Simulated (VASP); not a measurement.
# Li32F33 (a cell with a defect) in VASP: further runs

Li32F33 (a cell with a defect) is run at these levels: PBEsol, r2SCAN; tasks: single point.

Everything below comes from runs of VASP 6.6.1. Logs are shortened: lines on timing, memory, paths and dates and some standing lists are left out, and cuts for length are marked.

## (1) The cell of the first run

The cell holds a defect, 65 atoms: a = 8.015 Å, b = 8.015 Å, c = 8.015 Å, α = 90.00°, β = 90.00°, γ = 90.00°.

## (2) Single point, PBEsol

The input, INCAR:

```
  ALGO = Normal
  EDIFF = 1E-6
  ENCUT = 520
  GGA = PS
  ISIF = 2
  ISMEAR = -1
  ISYM = 0
  LASPH = True
  LCHARG = True
  LELF = True
  LREAL = Auto
  LVHAR = True
  LWAVE = False
  NBANDS = 202
  NELECT = 328.0
  NELM = 60
  PREC = Accurate
  SIGMA = 0.05
```

The input, KPOINTS:

```
Automatic mesh
0
Gamma
  1 1 1
  0.25 0.25 0.25
```

The input, POSCAR:

```
Li32F33
1.0
    8.0151850000      0.0000000000      0.0000000000
    0.0000000000      8.0151850000      0.0000000000
    0.0000000000      0.0000000000      8.0151850000
F Li
33 32
Direct
    0.2496460000      0.0001220000      0.0002310000
    0.2496780000      0.0004220000      0.5004790000
    0.2496620000      0.5003880000      0.0005280000
    0.1683760000      0.4198610000      0.4195160000
    0.7496550000      0.0003240000      0.0004370000
    0.7494630000      0.0001330000      0.5004710000
    0.7494690000      0.5003600000      0.0002500000
    0.7497080000      0.5004070000      0.5004960000
    0.9998580000      0.2505350000      0.9966090000
    0.9752100000      0.2254060000      0.5133600000
    0.9956060000      0.7545530000      0.0001720000
    0.9998690000      0.7502850000      0.5005080000
    0.5038750000      0.2462880000      0.0004040000
    0.4995010000      0.2504470000      0.5004320000
    0.4994230000      0.7501510000      0.0042320000
    0.5233180000      0.7746390000      0.4882520000
    0.0001590000      0.9971070000      0.2509840000
    0.9960990000      0.9999530000      0.7541970000
    0.9754410000      0.5130240000      0.2245020000
    0.9997560000      0.5004220000      0.7506980000
    0.5033470000      0.0004590000      0.2468420000
    0.4991210000      0.0035680000      0.7499000000
    0.4995740000      0.5002900000      0.2502480000
    0.5232230000      0.4884220000      0.7757610000
    0.2620820000      0.2263990000      0.2248800000
    0.2497280000      0.2503950000      0.7507650000
    0.2496310000      0.7503110000      0.2501980000
    0.2379510000      0.7736130000      0.7752090000
    0.7466470000      0.2509030000      0.2511370000
    0.7494160000      0.2467500000      0.7540530000
    0.7495750000      0.7540660000      0.2470170000
    0.7526180000      0.7497780000      0.7497360000
    0.3291030000      0.5788320000      0.5795590000
    0.9990770000      0.0032550000      0.0034830000
    0.9944790000      0.9970580000      0.5007850000
    0.9941270000      0.5004940000      0.9966280000
    0.9888510000      0.5059340000      0.5077150000
    0.5002540000      0.9974590000      0.9974130000
    0.5047440000      0.0034940000      0.5000860000
    0.5051610000      0.5002030000      0.0040970000
    0.5107210000      0.4951860000      0.4934350000
    0.2496890000      0.2448050000      0.9967650000
    0.2544640000      0.2398820000      0.5074360000
    0.2496030000      0.7558480000      0.0038730000
    0.2454350000      0.7610500000      0.4940160000
    0.7525420000      0.2497360000      0.0034530000
    0.7467780000      0.2449580000      0.5008970000
    0.7467800000      0.7509860000      0.9974520000
    0.7523160000      0.7556080000      0.4999730000
    0.2498140000      0.9979240000      0.2451110000
    0.2495140000      0.0025860000      0.7557030000
    0.2532500000      0.5040660000      0.2376090000
    0.2462890000      0.4969960000      0.7632830000
    0.7527370000      0.0034130000      0.2500680000
    0.7465770000      0.9973010000      0.7508160000
    0.7471780000      0.5006540000      0.2449160000
    0.7519620000      0.5000680000      0.7558820000
    0.0222960000      0.2735190000      0.2735860000
    0.9941040000      0.2446740000      0.7490330000
    0.9942110000      0.7484900000      0.2448750000
    0.0015860000      0.7558910000      0.7559160000
    0.4977520000      0.2447340000      0.2448540000
    0.5050550000      0.2523280000      0.7559900000
    0.5050590000      0.7559650000      0.2518870000
    0.4773700000      0.7274060000      0.7276220000
```

Potentials or basis: VASP PAW PBE potentials, release 64 (F, Li_sv).

Started as:

```bash
$ cat potpaw_PBE.64/F/POTCAR potpaw_PBE.64/Li_sv/POTCAR > POTCAR
$ mpirun -np 1 vasp_std > vasp.out
```

OUTCAR:

```text
EDIFF = 1E-6
   ENCUT = 520
   GGA = PS
   ISIF = 2
   ISMEAR = -1
   ISYM = 0
   LASPH = True
   LREAL = Auto
   NELECT = 328.0
   NELM = 60
   PREC = Accurate

 ion  position               nearest neighbor table
   1  0.250  0.000  0.000-  44 1.96  51 1.96  42 1.96  50 1.96  34 2.01  38 2.01
   2  0.250  0.000  0.500-  45 1.92  43 1.92  39 2.04  35 2.05  51 2.05  50 2.05
   3  0.250  0.500  0.001-  52 1.90  53 1.90  44 2.05  40 2.05  36 2.05  42 2.05
   4  0.168  0.420  0.420-  52 1.74  37 1.75  43 1.75  58 2.03
   5  0.750  0.000  0.000-  48 2.00  38 2.00  46 2.00  34 2.00  55 2.00  54 2.00
   6  0.749  0.000  0.500-  49 1.96  39 1.96  47 1.96  35 1.96  55 2.01  54 2.01
   7  0.749  0.500  0.000-  40 1.96  57 1.96  56 1.96  36 1.96  48 2.01  46 2.01
   8  0.750  0.500  0.500-  41 1.92  37 1.92  49 2.05  57 2.05  47 2.05  56 2.05
   9  1.000  0.251  0.997-  34 1.98  46 1.98  59 1.99  42 2.00  36 2.00  58 2.23
  10  0.975  0.225  0.513-  35 1.84  47 1.84  59 1.90  58 2.00  43 2.24  37 2.25
  11  0.996  0.755  0.000-  61 1.96  60 1.96  34 1.99  48 1.99  44 2.04  36 2.04
  12  1.000  0.750  0.501-  37 1.96  45 1.97  35 1.98  49 1.98  61 2.05  60 2.05
  13  0.504  0.246  0.000-  63 1.96  62 1.96  46 1.99  38 1.99  40 2.04  42 2.04
  14  0.500  0.250  0.500-  41 1.96  43 1.97  39 1.98  47 1.98  63 2.05  62 2.05
  15  0.499  0.750  0.004-  38 1.98  48 1.98  64 1.99  44 2.00  40 2.00  65 2.23
  16  0.523  0.775  0.488-  39 1.84  49 1.84  64 1.91  65 1.99  45 2.23  41 2.24
  17  0.000  0.997  0.251-  54 1.98  34 1.98  60 1.99  50 2.00  35 2.00  58 2.23
  18  0.996  1.000  0.754-  61 1.96  59 1.96  34 2.00  55 2.00  51 2.03  35 2.03
  19  0.975  0.513  0.225-  36 1.84  56 1.84  60 1.90  58 2.00  52 2.23
  20  1.000  0.500  0.751-  37 1.95  36 1.97  53 1.98  57 1.99  61 2.05  59 2.05
  21  0.503  0.000  0.247-  62 1.96  64 1.96  54 2.00  38 2.00  39 2.03  50 2.03
  22  0.499  0.004  0.750-  55 1.98  38 1.98  63 2.00  51 2.00  39 2.00  65 2.23
  23  0.500  0.500  0.250-  41 1.95  40 1.97  52 1.98  56 1.99  62 2.05  64 2.05
  24  0.523  0.488  0.776-  40 1.84  57 1.84  63 1.90  65 1.99  53 2.22
  25  0.262  0.226  0.225-  42 1.84  50 1.84  62 1.90  58 2.00  52 2.23
  26  0.250  0.250  0.751-  43 1.95  42 1.97  53 1.98  51 1.99  63 2.05  59 2.05
  27  0.250  0.750  0.250-  45 1.96  44 1.97  52 1.98  50 1.99  60 2.05  64 2.05
  28  0.238  0.774  0.775-  44 1.84  51 1.84  61 1.91  65 1.99  53 2.22
  29  0.747  0.251  0.251-  54 1.98  46 1.99  62 2.00  56 2.00  47 2.00  58 2.22
  30  0.749  0.247  0.754-  63 1.96  59 1.96  46 2.00  55 2.00  47 2.03  57 2.03
  31  0.750  0.754  0.247-  64 1.96  60 1.96  54 2.00  48 2.00  49 2.03  56 2.03
  32  0.753  0.750  0.750-  55 1.98  48 1.99  61 2.00  57 2.00  49 2.00  65 2.22
  33  0.329  0.579  0.580-  53 1.74  41 1.75  45 1.75  65 2.06
  34  0.999  0.003  0.003-   9 1.98  17 1.98  11 1.99  18 2.00   5 2.00   1 2.01
  35  0.994  0.997  0.501-  10 1.84   6 1.96  12 1.98  17 2.00  18 2.03   2 2.05
  36  0.994  0.500  0.997-  19 1.84   7 1.96  20 1.97   9 2.00  11 2.04   3 2.05
  37  0.989  0.506  0.508-   4 1.75   8 1.92  20 1.95  12 1.96  10 2.25
  38  0.500  0.997  0.997-  15 1.98  22 1.98  13 1.99   5 2.00  21 2.00   1 2.01
  39  0.505  0.003  0.500-  16 1.84   6 1.96  14 1.98  22 2.00  21 2.03   2 2.04
  40  0.505  0.500  0.004-  24 1.84   7 1.96  23 1.97  15 2.00  13 2.04   3 2.05
  41  0.511  0.495  0.493-  33 1.75   8 1.92  23 1.95  14 1.96  16 2.24
  42  0.250  0.245  0.997-  25 1.84   1 1.96  26 1.97   9 2.00  13 2.04   3 2.05
  43  0.254  0.240  0.507-   4 1.75   2 1.92  26 1.95  14 1.97  10 2.24
  44  0.250  0.756  0.004-  28 1.84   1 1.96  27 1.97  15 2.00  11 2.04   3 2.05
  45  0.245  0.761  0.494-  33 1.75   2 1.92  27 1.96  12 1.97  16 2.23
  46  0.753  0.250  0.003-   9 1.98  29 1.99  13 1.99  30 2.00   5 2.00   7 2.01
  47  0.747  0.245  0.501-  10 1.84   6 1.96  14 1.98  29 2.00  30 2.03   8 2.05
  48  0.747  0.751  0.997-  15 1.98  32 1.99  11 1.99   5 2.00  31 2.00   7 2.01
  49  0.752  0.756  0.500-  16 1.84   6 1.96  12 1.98  32 2.00  31 2.03   8 2.05
  50  0.250  0.998  0.245-  25 1.84   1 1.96  27 1.99  17 2.00  21 2.03   2 2.05
  51  0.250  0.003  0.756-  28 1.84   1 1.96  26 1.99  22 2.00  18 2.03   2 2.05
  52  0.253  0.504  0.238-   4 1.74   3 1.90  27 1.98  23 1.98  25 2.23  19 2.23
  53  0.246  0.497  0.763-  33 1.74   3 1.90  20 1.98  26 1.98  28 2.22  24 2.22
  54  0.753  0.003  0.250-  17 1.98  29 1.98  31 2.00  21 2.00   5 2.00   6 2.01
  55  0.747  0.997  0.751-  22 1.98  32 1.98  30 2.00  18 2.00   5 2.00   6 2.01
  56  0.747  0.501  0.245-  19 1.84   7 1.96  23 1.99  29 2.00  31 2.03   8 2.05
  57  0.752  0.500  0.756-  24 1.84   7 1.96  20 1.99  32 2.00  30 2.03   8 2.05
  58  0.022  0.274  0.274-  19 2.00  10 2.00  25 2.00   4 2.03  29 2.22  17 2.23   9 2.23
  59  0.994  0.245  0.749-  10 1.90  30 1.96  18 1.96   9 1.99  26 2.05  20 2.05
  60  0.994  0.748  0.245-  19 1.90  31 1.96  11 1.96  17 1.99  27 2.05  12 2.05
  61  0.002  0.756  0.756-  28 1.91  18 1.96  11 1.96  32 2.00  12 2.05  20 2.05
  62  0.498  0.245  0.245-  25 1.90  21 1.96  13 1.96  29 2.00  23 2.05  14 2.05
  63  0.505  0.252  0.756-  24 1.90  30 1.96  13 1.96  22 2.00  26 2.05  14 2.05
  64  0.505  0.756  0.252-  16 1.91  21 1.96  31 1.96  15 1.99  27 2.05  23 2.05
  65  0.477  0.727  0.728-  24 1.99  16 1.99  28 1.99  33 2.06  32 2.22  22 2.23  15 2.23
[... 187 lines left out ...]
   total plane-waves  NPLWV = 216000
   dimension x,y,z NGX =    60 NGY =   60 NGZ =   60
   dimension x,y,z NGXF=   120 NGYF=  120 NGZF=  120
   ions per type =              33  32
   NGX,Y,Z   is equivalent  to a cutoff of  12.44, 12.44, 12.44 a.u.
   NGXF,Y,Z  is equivalent  to a cutoff of  24.89, 24.89, 24.89 a.u.
 SYSTEM =  unknown system
   PREC   = accura    normal or accurate (medium, high low for compatibility)
   ISTART =      0    job   : 0-new  1-cont  2-samecut
   ICHARG =      2    charge: 1-file 2-atom 10-const
   ISPIN  =      1    spin polarized calculation?
   LNONCOLLINEAR =      F non collinear calculations
   LSORBIT =      F    spin-orbit coupling
   LASPH  =      T    aspherical Exc in radial PAW
   ENCUT  =  520.0 eV  38.22 Ry    6.18 a.u.  14.90 14.90 14.90*2*pi/ulx,y,z
   NELM   =     60;   NELMIN=  2; NELMDL= -5     # of ELM steps
   EDIFF  = 0.1E-05   stopping-criterion for ELM
   LREAL  =      T    real-space projection
   EDIFFG = 0.1E-04   stopping-criterion for IOM
   NSW    =      0    number of steps for IOM
   IBRION =     -1    ionic relax: 0-MD 1-quasi-New 2-CG
   NFREE  =      0    steps in history (QN), initial steepest desc. (CG)
   ISIF   =      2    stress and relaxation
   ISYM   =      0    0-nonsym 1-usesym 2-fastsym
   POTIM  = 0.5000    time-step for ionic-motion
   TEBEG  =    0.0;   TEEND  =   0.0 temperature during run
   PSTRESS=    0.0 pullay stress
   NELECT =     328.0000    total number of electrons
   NUPDOWN=      -1.0000    fix difference up-down
   EMIN   =  10.00;   EMAX   =-10.00  energy-range for DOS
   EFERMI =   0.00;   METHOD = LEGACY
   ISMEAR =    -1;   SIGMA  =   0.05  broadening in eV -4-tet -1-fermi 0-gaus
   EFERMI_NEDOS =   21; number of points for ismear=-14 and -15
   IALGO  =     38    algorithm
   IMIX   =      4    mixing-type and parameters
     AMIX     =   0.40;   BMIX     =  1.00
     AMIX_MAG =   1.60;   BMIX_MAG =  1.00
  volume/ion in A,a.u.               =       7.92        53.46
  Fermi-wavevector in a.u.,A,eV,Ry     =   1.408594  2.661857 26.995831  1.984138
  Thomas-Fermi vector in A             =   2.530736
   LORBIT       =      0    0 simple, 1 ext, 2 COOP (PROOUT), +10 PAW based schemes
   GGA     = PS    functional components
   LHFCALC =     F    Hartree Fock is set to
   AEXX    =    0.0000 exact exchange contribution
   IVDW    =     0    specifies the selected vdW correction
   LEPSILON=     F    determine dielectric tensor
   LRPA    =     F    only Hartree local field effects (RPA)
 non-spin polarized calculation
  energy-cutoff  :      520.00
  volume of cell :      514.92
 maximum number of plane-waves:     13823
   NGX = 29   NGY = 29   NGZ = 29

 number of electron     327.9999854 magnetization

 Free energy of the ion-electron system (eV)
  ---------------------------------------------------
  ext. energy  EPLUGINS =         0.00000000
  ---------------------------------------------------
  free energy    TOTEN  =      -314.19040878 eV

  energy without entropy =     -314.19040878  energy(sigma->0) =     -314.19040878

 E-fermi :   2.1102     XC(G=0): -10.3868

 val. band max:        0.9229692236   @ k =  -0.2500   0.2500   0.2500
 cond. band min:       8.5739526615   @ k =  -0.2500   0.2500   0.2500
 fundamental gap:      7.6509834379
 Fermi energy:         2.1102204245

 k-point     1 :       0.2500    0.2500    0.2500
  band No.  band energies     occupation
      1     -41.1963      2.00000
      2     -41.1781      2.00000
      3     -41.1576      2.00000
      4     -41.1374      2.00000
      5     -41.1331      2.00000
      6     -41.1288      2.00000
[... 705 lines left out ...]
    175      10.9149      0.00000
    176      10.9512      0.00000
 [bands above 176 left out]

------------------------ aborting loop because EDIFF is reached ----------------------------------------

  FORCE on cell =-STRESS in cart. coord.  units (eV):
  Direction    XX          YY          ZZ          XY          YZ          ZX
  --------------------------------------------------------------------------------------
  -------------------------------------------------------------------------------------
  Total       18.6184352     18.6727102     19.4030863      0.4918834      0.3748011      0.4249323
  in kB       57.9312778     58.1001544     60.3727203      1.5304958      1.1661940      1.3221771
  external PRESSURE =      58.8013842 kB  Pullay stress =       0.0000000 kB

 VOLUME and BASIS-vectors are now :
 -----------------------------------------------------------------------------
  energy-cutoff  :      520.00
  volume of cell :      514.92
      direct lattice vectors                 reciprocal lattice vectors
     8.015185000  0.000000000  0.000000000     0.124763184  0.000000000  0.000000000
     0.000000000  8.015185000  0.000000000     0.000000000  0.124763184  0.000000000
     0.000000000  0.000000000  8.015185000     0.000000000  0.000000000  0.124763184

 POSITION                                       TOTAL-FORCE (eV/Angst)
 -----------------------------------------------------------------------------------
      2.00096      0.00098      0.00185        -0.000350      0.001087      0.001276
      2.00122      0.00338      4.01143        -0.000815      0.003092      0.002994
      2.00109      4.01070      0.00423        -0.001185      0.002777     -0.001707
      1.34956      3.36526      3.36250         0.011616      0.004370      0.015625
      6.00862      0.00260      0.00350        -0.002595      0.001882      0.002642
      6.00708      0.00107      4.01137        -0.004207      0.000530      0.002366
[... 57 lines left out ...]
      4.04814      6.05920      2.01892        -0.005789     -0.007595     -0.004318
      3.82621      5.83029      5.83202         0.013375      0.016951      0.008622
 -----------------------------------------------------------------------------------
    total drift:                               -0.025895      0.016523      0.024244

  FREE ENERGIE OF THE ION-ELECTRON SYSTEM (eV)
  ---------------------------------------------------
  free  energy   TOTEN  =      -314.1904087807 eV

  energy  without entropy=     -314.1904087806  energy(sigma->0) =     -314.19040878
```

It took 13 min on 1 thread of Intel Xeon Platinum 8259CL at 2.50GHz (Skylake/Cascade Lake), shared host; peak memory 0.61 GiB.

What came out:

```yaml
Free_energy: -314.1904 eV
Largest_force: 0.054 eV/Å
```

Forces on the atoms (eV/Å):
```
F    0.000  0.001  0.001
F   -0.001  0.003  0.003
F   -0.001  0.003 -0.002
F    0.012  0.004  0.016
F   -0.003  0.002  0.003
F   -0.004  0.001  0.002
F   -0.003  0.003  0.002
F   -0.002  0.003  0.002
F    0.007  0.007  0.020
F    0.017  0.021  0.007
F    0.006 -0.008  0.000
F    0.006 -0.008  0.003
F   -0.007  0.005 -0.002
F   -0.009  0.012  0.002
F   -0.007 -0.008 -0.020
F   -0.019 -0.023 -0.011
F    0.005  0.011  0.002
F    0.003 -0.001 -0.002
F    0.020 -0.001  0.034
F    0.006  0.006  0.002
F   -0.001 -0.002  0.001
F   -0.002 -0.013 -0.004
F   -0.009  0.000  0.003
F   -0.022 -0.001 -0.035
F   -0.001  0.019  0.030
F    0.000  0.013  0.001
F   -0.003 -0.008  0.005
F    0.001 -0.021 -0.031
F    0.011  0.005  0.000
F   -0.001  0.001  0.001
F    0.002 -0.003 -0.002
F   -0.011 -0.003  0.000
F   -0.007 -0.002 -0.020
Li  -0.001  0.002  0.000
Li   0.020 -0.018 -0.003
Li   0.017  0.000 -0.021
Li  -0.026  0.015 -0.002
Li   0.001 -0.001 -0.001
Li  -0.014  0.017  0.003
Li  -0.015 -0.001  0.019
Li   0.030 -0.018  0.001
Li   0.001  0.014 -0.020
Li   0.017 -0.028 -0.003
Li  -0.001 -0.017  0.020
Li  -0.017  0.030 -0.002
Li   0.005 -0.001 -0.001
Li  -0.021  0.016 -0.004
Li  -0.001  0.001  0.000
Li   0.022 -0.019  0.003
Li  -0.003 -0.021  0.015
Li   0.000  0.022 -0.020
Li   0.036  0.033  0.004
Li  -0.037 -0.038  0.006
Li   0.002 -0.001 -0.002
Li   0.001 -0.001  0.002
Li  -0.022 -0.002  0.018
Li   0.021  0.001 -0.021
Li  -0.010 -0.017 -0.008
Li   0.008  0.006  0.002
Li   0.007  0.011  0.004
Li  -0.009 -0.007 -0.006
Li   0.009  0.006  0.005
Li  -0.005 -0.011 -0.007
Li  -0.006 -0.008 -0.004
Li   0.013  0.017  0.009
```

Caveat: the cell carries a net charge on a neutralising background, which shifts energy and pressure; the cell is charged against a uniform background, so pressure and absolute levels hang on convention; the cutoff is under 1.25 times the usual one of these potentials, so pressure, stress and relaxed cells hold a basis-set (Pulay) error; the PAW data sets were made with another functional, which shifts forces and pressure a little.

## (3) Single point, r2SCAN

POSCAR is that of step 2.

The input, INCAR.step1:

```
ALGO = Normal
EDIFF = 1E-4
ENCUT = 520
GGA = PE
ISMEAR = -1
ISYM = 0
LASPH = True
LCHARG = False
LREAL = Auto
LWAVE = True
NBANDS = 202
NELECT = 328.0
NELM = 100
PREC = Accurate
SIGMA = 0.05
```

The input, INCAR.step2:

```
ALGO = Normal
EDIFF = 1E-6
ENCUT = 520
ISIF = 2
ISMEAR = -1
ISTART = 1
ISYM = 0
LASPH = True
LCHARG = False
LMIXTAU = True
LREAL = Auto
LWAVE = False
METAGGA = R2SCAN
NBANDS = 202
NELECT = 328.0
NELM = 100
PREC = Accurate
SIGMA = 0.05
```

KPOINTS is that of step 2.

Potentials or basis: VASP PAW PBE potentials, release 64 (F, Li_sv).

Started as:

```bash
$ cat potpaw_PBE.64/F/POTCAR potpaw_PBE.64/Li_sv/POTCAR > POTCAR
$ cp INCAR.step1 INCAR
$ mpirun -np 1 vasp_std > vasp.out
$ cp INCAR.step2 INCAR
$ mpirun -np 1 vasp_std > vasp.out
```

Run time: 39 min. Hardware: 1 thread of Intel Xeon Platinum 8259CL at 2.50GHz (Skylake/Cascade Lake), shared host; peak memory 0.69 GiB.

Results (log left out):

* Free energy: -381.1269 eV
* Largest force: 0.097 eV/Å

Forces in eV/Å, atoms in the order of the input:
```
F    0.005 -0.003  0.003
F    0.000  0.000 -0.001
F    0.002 -0.002 -0.004
F    0.011  0.003  0.005
F    0.000 -0.003  0.000
F   -0.006 -0.001 -0.002
F   -0.001 -0.004  0.002
F    0.004 -0.002 -0.002
F    0.006 -0.005  0.014
F    0.007 -0.001 -0.003
F    0.013 -0.015  0.000
F    0.019 -0.015 -0.001
F   -0.010  0.006 -0.003
F   -0.014  0.014  0.000
F    0.003 -0.009 -0.024
F    0.004 -0.011 -0.014
F    0.003  0.004 -0.010
F    0.010 -0.004 -0.008
F    0.009 -0.013  0.016
F    0.023  0.001 -0.005
F   -0.001 -0.004  0.001
F    0.009 -0.017 -0.004
F   -0.018 -0.004 -0.001
F   -0.003 -0.005 -0.023
F   -0.001 -0.002  0.008
F    0.003  0.022 -0.005
F    0.001 -0.025  0.002
F    0.008 -0.009 -0.020
F    0.016 -0.007 -0.011
F    0.000 -0.002 -0.006
F    0.002 -0.010 -0.005
F   -0.003 -0.003  0.001
F   -0.006 -0.011 -0.019
Li  -0.032 -0.057 -0.056
Li  -0.016 -0.020  0.015
Li  -0.035  0.018 -0.010
Li   0.030  0.004  0.029
Li   0.011  0.054  0.055
Li  -0.013 -0.007  0.005
Li   0.039  0.020  0.012
Li  -0.026  0.022 -0.026
Li  -0.023 -0.040 -0.012
Li  -0.038  0.041  0.029
Li  -0.014  0.044  0.000
Li   0.054 -0.019  0.004
Li  -0.074 -0.021 -0.056
Li   0.011 -0.010  0.015
Li   0.054  0.015  0.032
Li   0.015  0.026 -0.005
Li  -0.002  0.014  0.014
Li  -0.014  0.027  0.025
Li  -0.037 -0.027  0.059
Li   0.030  0.036 -0.052
Li  -0.074 -0.062  0.002
Li   0.055  0.043  0.028
Li  -0.005  0.029 -0.003
Li   0.016 -0.005  0.014
Li   0.042 -0.016 -0.008
Li  -0.053 -0.035 -0.001
Li  -0.061  0.000 -0.032
Li   0.030  0.056  0.058
Li  -0.024 -0.037 -0.040
Li   0.039  0.007  0.056
Li   0.031  0.065  0.018
Li  -0.010 -0.026 -0.052
```

Levels at points of the mesh, in eV from the Fermi level:
```tsv
k point	band 160	band 161	band 162	band 163	band 164	band 165	band 166	band 167	band 168	band 169
(0.25, 0.25, 0.25)	-2.72	-2.72	-2.27	-2.26	-1.36	7.55	8.46	8.48	8.58	8.81
```

Caveat: the cell carries a net charge on a neutralising background, which shifts energy and pressure; the cell is charged against a uniform background, so pressure and absolute levels hang on convention; the cutoff is under 1.25 times the usual one of these potentials, so pressure, stress and relaxed cells hold a basis-set (Pulay) error; the PAW data sets were made with another functional, which shifts forces and pressure a little.
